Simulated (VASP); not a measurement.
# Ti2Co (Fd-3m) in VASP: a series of runs

The runs below take Ti2Co through single point, relaxation of cell and atoms, with PBEsol.

Everything below comes from runs of VASP 6.6.1. Logs are shortened: lines on timing, memory, paths and dates and some standing lists are left out, and cuts for length are marked.

### Step 1. The cell of the first run

Symmetry: Fd-3m, No. 227, cubic system. The conventional cell has a = 6.980 Å, b = 6.980 Å, c = 6.980 Å, α = 90.00°, β = 90.00°, γ = 90.00°. Within 3.3 Å of Ti (site symmetry -3m) lie 6 Ti at 2.47 Å and 6 Co at 2.89 Å. Co (site symmetry -43m) has 12 Ti at 2.89 Å and 4 Co at 3.02 Å within 3.8 Å.

### Step 2. Single point, PBEsol, collinear spin, ferromagnetic start

INCAR

```
SYSTEM = Ti2Co
  PREC = Accurate
  ENCUT = 520
  EDIFF = 1E-7
  ISMEAR = 0
  SIGMA = 0.1
  LREAL = .False.
  LASPH = .True.
  NELM = 150
  ALGO = Fast
  ISIF = 2
  LWAVE = .False.
  LCHARG = .False.
  ISPIN = 2
  MAGMOM = 0 0 0 0 0.59 0.59
  LORBIT = 11
  LMAXMIX = 4
  GGA = PS
  NBANDS = 46
```

KPOINTS

```
regular mesh
0
Gamma
  6 6 6
  0 0 0
```

POSCAR

```
Ti2Co
1.0
    0.0000000000      3.4902036656      3.4902036656
    3.4902036656      0.0000000000      3.4902036656
    3.4902036656      3.4902036656      0.0000000000
Ti Co
4 2
Direct
    0.1250000000      0.1250000000      0.1250000000
    0.6250000000      0.1250000000      0.1250000000
    0.1250000000      0.1250000000      0.6250000000
    0.1250000000      0.6250000000      0.1250000000
    0.5000000000      0.5000000000      0.5000000000
    0.7500000000      0.7500000000      0.7500000000
```

Potentials or basis: VASP PAW PBE potentials, release 64 (Ti_sv, Co).

The run is started by

```console
$ cat potpaw_PBE.64/Ti_sv/POTCAR potpaw_PBE.64/Co/POTCAR > POTCAR
$ mpirun -np 1 vasp_std > vasp.out
```

OUTCAR:

```text
SYSTEM = Ti2Co
   PREC = Accurate
   ENCUT = 520
   EDIFF = 1E-7
   ISMEAR = 0
   LREAL = .False.
   LASPH = .True.
   NELM = 150
   ISIF = 2
   ISPIN = 2
   LORBIT = 11
   GGA = PS

 ion  position               nearest neighbor table
   1  0.125  0.125  0.125-   2 2.47   3 2.47   4 2.47   3 2.47   4 2.47   2 2.47   6 2.89   5 2.89
                             6 2.89   5 2.89   6 2.89   5 2.89
   2  0.625  0.125  0.125-   1 2.47   3 2.47   4 2.47   1 2.47   3 2.47   4 2.47   5 2.89   6 2.89
                             5 2.89   6 2.89   6 2.89   5 2.89
   3  0.125  0.125  0.625-   1 2.47   1 2.47   2 2.47   4 2.47   4 2.47   2 2.47   6 2.89   5 2.89
                             6 2.89   5 2.89   6 2.89   5 2.89
   4  0.125  0.625  0.125-   1 2.47   3 2.47   1 2.47   2 2.47   3 2.47   2 2.47   6 2.89   5 2.89
                             6 2.89   5 2.89   6 2.89   5 2.89
   5  0.500  0.500  0.500-   3 2.89   4 2.89   2 2.89   3 2.89   2 2.89   4 2.89   1 2.89   1 2.89
                             1 2.89   2 2.89   3 2.89   4 2.89   6 3.02   6 3.02   6 3.02   6 3.02
   6  0.750  0.750  0.750-   2 2.89   4 2.89   2 2.89   3 2.89   3 2.89   4 2.89   1 2.89   1 2.89
                             1 2.89   2 2.89   3 2.89   4 2.89   5 3.02   5 3.02   5 3.02   5 3.02

  LATTYP: Found a face centered cubic cell.
 ALAT       =     6.9804073312

  Lattice vectors:

 A1 = (   0.0000000000,   3.4902036656,   3.4902036656)
 A2 = (   3.4902036656,   0.0000000000,   3.4902036656)
 A3 = (   3.4902036656,   3.4902036656,   0.0000000000)

Analysis of symmetry for initial positions (statically):
=====================================================================
 Subroutine PRICEL returns:
 Original cell was already a primitive cell.

 Routine SETGRP: Setting up the symmetry group for a
 face centered cubic supercell.

 Subroutine GETGRP returns: Found 48 space group operations
 (whereof 24 operations were pure point group operations)
 out of a pool of 48 trial point group operations.

The static configuration has the point symmetry T_d .
 The point group associated with its full space group is O_h .

Analysis of symmetry for dynamics (positions and initial velocities):
=====================================================================
 Subroutine PRICEL returns:
 Original cell was already a primitive cell.

 Routine SETGRP: Setting up the symmetry group for a
 face centered cubic supercell.

 Subroutine GETGRP returns: Found 48 space group operations
 (whereof 24 operations were pure point group operations)
 out of a pool of 48 trial point group operations.

The dynamic configuration has the point symmetry T_d .
[... 152 lines left out ...]
   NGX = 19   NGY = 19   NGZ = 19

 number of electron      65.9999977 magnetization       1.6833384

 Free energy of the ion-electron system (eV)
  ---------------------------------------------------
  ext. energy  EPLUGINS =         0.00000000
  ---------------------------------------------------
  free energy    TOTEN  =       -46.25388468 eV

  energy without entropy =      -46.19842366  energy(sigma->0) =      -46.22615417

 E-fermi :   8.7933     XC(G=0): -12.4197

 val. band max:        8.7840287682   @ k =   0.5000   0.3333   0.0000
 cond. band min:       8.7971890836   @ k =   0.5000   0.3333   0.0000
 fundamental gap:      0.0131603154
 Fermi energy:         8.7932785965

 spin component 1

 k-point     1 :       0.0000    0.0000    0.0000
  band No.  band energies     occupation
      1     -47.3214      1.00000
      2     -46.8225      1.00000
      3     -46.8225      1.00000
      4     -46.8225      1.00000
      5     -25.0448      1.00000
      6     -23.9730      1.00000
[... 757 lines left out ...]
     44      11.3307      0.00000
     45      12.3975      0.00000
 Fermi energy:         8.7932785965

 spin component 2

 k-point     1 :       0.0000    0.0000    0.0000
  band No.  band energies     occupation
      1     -47.3271      1.00000
      2     -46.8298      1.00000
      3     -46.8298      1.00000
      4     -46.8298      1.00000
      5     -25.0056      1.00000
      6     -23.9857      1.00000
[... 757 lines left out ...]
     44      11.4090      0.00000
     45      12.4218      0.00000
 [bands above 45 left out]

------------------------ aborting loop because EDIFF is reached ----------------------------------------

  FORCE on cell =-STRESS in cart. coord.  units (eV):
  Direction    XX          YY          ZZ          XY          YZ          ZX
  --------------------------------------------------------------------------------------
  -------------------------------------------------------------------------------------
  Total       -0.0421991     -0.0421991     -0.0421991     -0.0000000     -0.0000000      0.0000000
  in kB       -0.7951174     -0.7951174     -0.7951174     -0.0000000     -0.0000000      0.0000000
  external PRESSURE =      -0.7951174 kB  Pullay stress =       0.0000000 kB

 VOLUME and BASIS-vectors are now :
 -----------------------------------------------------------------------------
  energy-cutoff  :      520.00
  volume of cell :       85.03
      direct lattice vectors                 reciprocal lattice vectors
     0.000000000  3.490203666  3.490203666    -0.143258116  0.143258116  0.143258116
     3.490203666  0.000000000  3.490203666     0.143258116 -0.143258116  0.143258116
     3.490203666  3.490203666  0.000000000     0.143258116  0.143258116 -0.143258116

 POSITION                                       TOTAL-FORCE (eV/Angst)
 -----------------------------------------------------------------------------------
      0.87255      0.87255      0.87255        -0.000000      0.000000      0.000000
      0.87255      2.61765      2.61765        -0.000000      0.000000      0.000000
      2.61765      2.61765      0.87255        -0.000000      0.000000      0.000000
      2.61765      0.87255      2.61765        -0.000000      0.000000      0.000000
      3.49020      3.49020      3.49020         0.000000      0.000000      0.000000
      5.23531      5.23531      5.23531        -0.000000     -0.000000     -0.000000
 -----------------------------------------------------------------------------------
    total drift:                                0.000000     -0.000000      0.000000

  FREE ENERGIE OF THE ION-ELECTRON SYSTEM (eV)
  ---------------------------------------------------
  free  energy   TOTEN  =       -46.2538846776 eV

  energy  without entropy=      -46.1984236634  energy(sigma->0) =      -46.22615417

 total charge

# of ion       s       p       d       tot
------------------------------------------
    1        2.286   6.129   2.193  10.608
    2        2.286   6.129   2.193  10.608
    3        2.286   6.129   2.193  10.608
    4        2.286   6.129   2.193  10.608
    5        0.417   0.392   7.156   7.965
    6        0.417   0.392   7.156   7.965
--------------------------------------------------
tot          9.981  25.300  23.083  58.364

 magnetization (x)

# of ion       s       p       d       tot
------------------------------------------
    1       -0.002  -0.011  -0.002  -0.014
    2       -0.002  -0.011  -0.002  -0.014
    3       -0.002  -0.011  -0.002  -0.014
    4       -0.002  -0.011  -0.002  -0.014
    5        0.006  -0.008   0.965   0.964
    6        0.006  -0.008   0.965   0.964
--------------------------------------------------
tot          0.006  -0.060   1.924   1.870
```

Run time: 24 min. Hardware: 1 thread of Intel Xeon Platinum 8259CL at 2.50GHz (Skylake/Cascade Lake), shared host; peak memory 0.35 GiB.

What came out:

| Quantity | Value |
| --- | --- |
| Free energy | -46.2539 eV |
| Pressure | -0.1 GPa |
| Net moment | 1.68 μB per cell |
| Site moments | Ti -0.01; Co +0.96 μB |
| Valence electrons inside the program's atomic spheres | Ti 10.61; Co 7.96 |

Levels at points of the mesh, in eV from the Fermi level:
Spin up:
| k point | band 30 | band 31 | band 32 | band 33 | band 34 | band 35 | band 36 | band 37 | band 38 | band 39 |
| --- | --- | --- | --- | --- | --- | --- | --- | --- | --- | --- |
| (0.00, 0.00, 0.00) | -1.27 | -1.27 | -0.30 | -0.30 | -0.30 | -0.12 | -0.12 | 3.59 | 3.59 | 3.60 |
| (0.50, 0.00, 0.00) | -0.79 | -0.52 | -0.52 | -0.14 | -0.14 | 0.69 | 0.69 | 0.80 | 1.31 | 1.51 |
| (0.50, 0.50, 0.00) | -0.83 | -0.72 | -0.72 | 0.19 | 0.19 | 0.30 | 0.30 | 1.41 | 1.41 | 1.41 |
Spin down:
```csv
k point,band 30,band 31,band 32,band 33,band 34,band 35
"(0.00, 0.00, 0.00)",-0.69,-0.69,0.21,0.21,0.24,0.24
"(0.50, 0.00, 0.00)",-0.34,-0.34,-0.12,-0.12,-0.07,0.85
"(0.50, 0.50, 0.00)",-0.78,-0.04,-0.04,0.31,0.31,0.82
```

Caveat: the PAW data sets were made with another functional, which shifts forces and pressure a little.

### Step 3. Relaxation of cell and atoms, PBEsol, collinear spin, ferromagnetic start

This run uses another cell than the first one, of 12.70 Å³/atom.

INCAR

```
PREC = Accurate
ENCUT = 600
EDIFF = 1E-6
ISMEAR = 0
SIGMA = 0.1
LREAL = False
LASPH = True
NELM = 150
ALGO = Fast
ISIF = 3
LWAVE = False
LCHARG = False
ISPIN = 2
MAGMOM = 0 0 0 0 0.59 0.59
LORBIT = 11
LMAXMIX = 4
GGA = PS
IBRION = 2
NSW = 80
EDIFFG = -0.01
```

KPOINTS

```
Automatic mesh
0
Gamma
  4 4 4
```

Changes to POSCAR since step 2:

```diff
@@ -2,5 +2,5 @@
 1.0
-    0.0000000000      3.4902036656      3.4902036656
-    3.4902036656      0.0000000000      3.4902036656
-    3.4902036656      3.4902036656      0.0000000000
+    0.0000000000      3.3650000000      3.3650000000
+    3.3650000000      0.0000000000      3.3650000000
+    3.3650000000      3.3650000000      0.0000000000
 Ti Co
```

Potentials or basis: VASP PAW PBE potentials, release 64 (Ti_sv, Co).

The run is started by

```console
$ cat potpaw_PBE.64/Ti_sv/POTCAR potpaw_PBE.64/Co/POTCAR > POTCAR
$ mpirun -np 1 vasp_std > vasp.out
```

Wall time 49 min (1 thread of Intel Xeon Platinum 8259CL at 2.50GHz (Skylake/Cascade Lake), shared host); peak memory 0.33 GiB.

It converged, with:

| Item | Value |
| --- | --- |
| Free energy | -46.2169 eV |
| Relaxed volume | 13.97 Å³/atom |
| Relaxed cell | a = 4.912 Å, b = 4.912 Å, c = 4.912 Å, α = 60.00°, β = 60.00°, γ = 60.00° |
| Space group after relaxing (to 0.1 Å) | Fd-3m (No. 227) |
| Energy gained by relaxing | 95.5 meV/atom |
| Ionic steps | 5 |
| Pressure after relaxing | -0.1 GPa |
| Band gap on the k mesh | zero (filled and empty bands overlap) |
| Net moment | 0.00 μB per cell |
| Valence electrons inside the program's atomic spheres | Ti 10.62; Co 8.00 |

Step by step:
| step | energy change (eV) | largest force (eV/Å) | pressure (GPa) | volume (Å³) |
| --- | --- | --- | --- | --- |
| 1 | 0.0000 | 0.0000 | 15.03 | 76.21 |
| 2 | -0.3999 | 0.0000 | -8.08 | 90.11 |
| 3 | -0.5498 | 0.0000 | -3.23 | 86.02 |
| 4 | -0.5724 | 0.0000 | -0.37 | 84.04 |
| 5 | -0.5727 | 0.0000 | -0.10 | 83.80 |

Final structure:
```
Ti Co
1.0
     0.00000    3.47333    3.47333
     3.47333    0.00000    3.47333
     3.47333    3.47333    0.00000
Ti Co
4 2
Direct
  0.12500 0.12500 0.12500
  0.62500 0.12500 0.12500
  0.12500 0.12500 0.62500
  0.12500 0.62500 0.12500
  0.50000 0.50000 0.50000
  0.75000 0.75000 0.75000
```

Levels at points of the mesh, in eV from the Fermi level:
Spin up:
| k point | band 31 | band 32 | band 33 | band 34 | band 35 | band 36 |
| --- | --- | --- | --- | --- | --- | --- |
| (0.00, 0.00, 0.00) | -0.88 | 0.07 | 0.07 | 0.07 | 0.09 | 0.09 |
| (0.50, 0.00, 0.00) | -0.40 | -0.34 | -0.08 | -0.08 | 0.82 | 1.00 |
| (0.50, 0.50, 0.00) | -0.28 | -0.28 | 0.27 | 0.27 | 0.65 | 0.65 |
Spin down:
| k point | band 31 | band 32 | band 33 | band 34 | band 35 | band 36 |
| --- | --- | --- | --- | --- | --- | --- |
| (0.00, 0.00, 0.00) | -0.87 | 0.07 | 0.07 | 0.07 | 0.09 | 0.09 |
| (0.50, 0.00, 0.00) | -0.40 | -0.34 | -0.08 | -0.08 | 0.82 | 1.00 |
| (0.50, 0.50, 0.00) | -0.27 | -0.27 | 0.27 | 0.27 | 0.65 | 0.65 |

Caveat: the k points lie up to 0.39 Å⁻¹ apart in the final cell; the PAW data sets were made with another functional, which shifts forces and pressure a little.
